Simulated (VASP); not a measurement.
Runs of VASP 6.6.1 on CsPbBr3. The structure is that of space group P4/mmm (No. 123), or close to it. The cells are those of the table. 

```csv
cell,gap on the mesh (eV),pressure (GPa)
"a = 5.577, b = 5.577, c = 6.017 Å, 5 atoms",(c),2.4
"a = 5.577, b = 5.577, c = 5.870 Å, 5 atoms",0.62,3.0
"a = 5.870, b = 5.870, c = 5.577 Å, 5 atoms",1.02,(a)
"a = 6.163, b = 6.163, c = 5.577 Å, 5 atoms",1.24,(b)
```

Alike in all rows: task single point; level PBEsol; potentials or basis VASP PAW PBE potentials, release 64 (Cs_sv, Pb_d, Br); no spin polarisation; k mesh 6 × 6 × 6; cutoff (eV) 520; smearing gaussian 0.05 eV.

Q: Estimate the missing entries.

A: (a) 1.4; (b) -0.4; (c) 0.60.

Caveats: the PAW data sets were made with another functional, which shifts forces and pressure a little; spin-orbit coupling is left out, which moves the levels of the heavy elements; the cell stands under pressure (at least some runs).

A k mesh can miss the band edges, and the runs leave out spin-orbit coupling on Br, Cs, Pb.
